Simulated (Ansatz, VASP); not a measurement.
# C: VASP beside Ansatz

```
C
1.0
    -0.92943    0.92943    0.92943
     0.92943   -0.92943    0.92943
     0.92943    0.92943   -0.92943
C
1
Direct
  0.00000 0.00000 0.00000
```

Change from the starting cell: volume scaled by 0.5, LAPW.

Alike in both runs: task single point; functional PBEsol; k mesh 22 × 22 × 22; occupations fermi-dirac, width 0.08 eV; no spin polarisation.

|  | VASP | Ansatz |
| --- | --- | --- |
| version | VASP 6.6.1 | Ansatz 0.2.0 |
| potentials or method | VASP PAW PBE potentials, release 64 (C), cutoff 520 eV | all-electron LAPW, scalar-relativistic |

VASP gave:

| Property | Result |
| --- | --- |
| pressure (GPa) | 561.6 |

Estimate Ansatz's values.

pressure (GPa): 558.9.

VASP's potentials were made for PBE, not for PBEsol. Both programs put the cell under a high pressure, so it lies far from rest at this level. Ansatz ran all-electron here, and VASP with PAW potentials.

Noted on VASP's run: the cell as given lies far from equilibrium.
